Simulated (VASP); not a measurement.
Here is a VASP 6.6.1 calculation.

POSCAR

```
LiH
1.0
    2.5264292207      0.0000000000      0.0000000000
    0.0000000000      2.5264292207      0.0000000000
    0.0000000000      0.0000000000      2.5264292207
Li H
1 1
Direct
    0.0000000000      0.0000000000      0.0000000000
    0.5000000000      0.5000000000      0.5000000000
```

INCAR.step1

```
PREC = Accurate
ENCUT = 520
ISMEAR = 0
SIGMA = 0.01
LREAL = F
LASPH = T
NELM = 60
NBANDS = 9
GGA = PE
ALGO = Normal
EDIFF = 1E-4
LWAVE = T
LCHARG = F
```

The input INCAR.step2:

```
PREC = Accurate
ENCUT = 520
EDIFF = 1E-7
ISMEAR = 0
SIGMA = 0.01
LREAL = F
LASPH = T
NELM = 60
ALGO = Normal
ISIF = 2
LWAVE = F
LCHARG = F
METAGGA = R2SCAN
LMIXTAU = T
NBANDS = 9
ISTART = 1
```

Contents of KPOINTS:

```
Automatic mesh
0
Gamma
  8 8 8
```

Potentials or basis: VASP PAW PBE potentials, release 64 (Li_sv, H).

The run is started by

```console
$ cat potpaw_PBE.64/Li_sv/POTCAR potpaw_PBE.64/H/POTCAR > POTCAR
$ cp INCAR.step1 INCAR
$ mpirun -np 1 vasp_std > vasp.out
$ cp INCAR.step2 INCAR
$ mpirun -np 1 vasp_std > vasp.out
```

Question: Estimate the band gap on the k mesh.

Answer: 1.30 eV, indirect (least direct gap 4.86 eV).

 A k mesh can miss the band edges.
